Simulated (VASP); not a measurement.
Write the native input for VASP 6.6.1 that does the following.

```yaml
Task: single point
Functional: PBE
Potentials_or_basis: VASP PAW PBE potentials, release 64 (Ag, Cl)
Cutoff: 520 eV
k_mesh: 6 × 6 × 4
Occupations: gaussian, width 0.01 eV
Spin: no spin polarisation
Dipole_correction: no
Further_INCAR_settings: ALGO = Normal; EDIFF = 1e-07; NBANDS = 26
```

The structure of AgCl lies in POSCAR:

```
AgCl
1.0
    4.3455345472      0.0000000000      0.0000000000
   -2.1727672736      3.7633433109      0.0000000000
    0.0000000000      0.0000000000      7.0072214997
Ag Cl
2 2
Direct
    0.3333333333      0.6666666667     -0.0023845080
    0.6666666667      0.3333333333      0.4976154920
    0.3333333333      0.6666666667      0.3773845080
    0.6666666667      0.3333333333      0.8773845080
```

This cell differs from its parent crystal: volume changed by +3%.

These files were run (other wordings do the same):

INCAR

```
SYSTEM = AgCl
ALGO     = Normal         ! electronic algorithm
EDIFF    = 1E-7           ! SCF threshold, eV
ENCUT    = 520            ! plane-wave cutoff, eV
GGA      = PE             ! functional
ISIF     = 2              ! what is computed and relaxed
ISMEAR   = 0              ! smearing method
LASPH    = .True.         ! aspherical terms in the spheres
LCHARG   = .False.        ! write CHGCAR
LREAL    = .False.        ! projectors in reciprocal space
LWAVE    = .False.        ! write WAVECAR
NBANDS   = 26             ! bands
NELM     = 60             ! most SCF steps
PREC     = Accurate       ! precision mode
SIGMA    = 0.01           ! smearing width, eV
```

KPOINTS

```
k-points
0
Gamma
  6 6 4
  0 0 0
```

Potentials or basis: VASP PAW PBE potentials, release 64 (Ag, Cl).

The run is started by

```sh
$ cat potpaw_PBE.64/Ag/POTCAR potpaw_PBE.64/Cl/POTCAR > POTCAR
$ mpirun -np 1 vasp_std > vasp.out
```

It gave:

The pressure is -0.9 GPa. The band gap on the k mesh is 1.34 eV, direct.

It took 26 s on 1 thread of Intel(R) Xeon(R) 6975P-C (Granite Rapids), with other jobs on the host, peak memory 0.24 GiB.
